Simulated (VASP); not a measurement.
In, 2 atoms in the cell. The structure is monoclinic, space group C2/m (No. 12). Conventional cell: a = 6.531 Å, b = 4.145 Å, c = 5.116 Å, α = 90.00°, β = 117.67°, γ = 90.00°. Within 1.9 Å of In (site symmetry m) lie 1 In at 1.39 Å. 

```yaml
Program: VASP 6.6.1
Task: relaxation of cell and atoms
Functional: PBE
Potentials_or_basis: VASP PAW PBE potentials, release 64 (In_d)
Cutoff: 600 eV
k_mesh: 6 × 6 × 4
Occupations: gaussian, width 0.1 eV
Spin: no spin polarisation
Dipole_correction: no
Further_INCAR_settings: ALGO = Fast; EDIFF = 1e-06; IBRION = 2; EDIFFG = -0.04; NSW = 90; ISIF = 3
```

Potentials or basis: VASP PAW PBE potentials, release 64 (In_d).

The run is started by

```console
$ cat potpaw_PBE.64/In_d/POTCAR > POTCAR
$ mpirun -np 1 vasp_std > vasp.out
```

Hardware: 1 thread of Intel(R) Xeon(R) 6975P-C (Granite Rapids), on a shared host.

Estimate the wall time of this run.

Run time: 28 min on 1 thread of Intel(R) Xeon(R) 6975P-C (Granite Rapids), on a shared host, peak memory 0.26 GiB. Counts: scf iterations 1041, k points 47, ion steps 44.
